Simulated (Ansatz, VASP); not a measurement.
**One calculation of AlN, two programs**

```
Al N
1.0
     3.13025    0.00000    0.00000
    -1.56512    2.71087    0.00000
     0.00000    0.00000    5.01796
Al N
2 2
Direct
  0.33333 0.66667 0.99923
  0.66667 0.33333 0.49923
  0.33333 0.66667 0.38077
  0.66667 0.33333 0.88077
```

Alike in both runs: task single point; functional PBE; k mesh 6 × 6 × 4; occupations gaussian, width 0.02 eV; no spin polarisation.

|  | VASP | Ansatz |
| --- | --- | --- |
| version | VASP 6.6.1 | Ansatz 0.2.0 |
| potentials or method | VASP PAW PBE potentials, release 64 (Al, N), cutoff 520 eV | scalar-relativistic, plane waves, PAW |
| valence electrons in the cell | 16 | 16 |

Ansatz gave:

- gap on the k mesh at the Fermi level (eV): 4.03
- least direct gap on the mesh (eV): 4.03
- pressure (GPa): 0.0

Estimate VASP's values.

gap on the k mesh at the Fermi level (eV): 4.04; least direct gap on the mesh (eV): 4.04; pressure (GPa): -0.3.
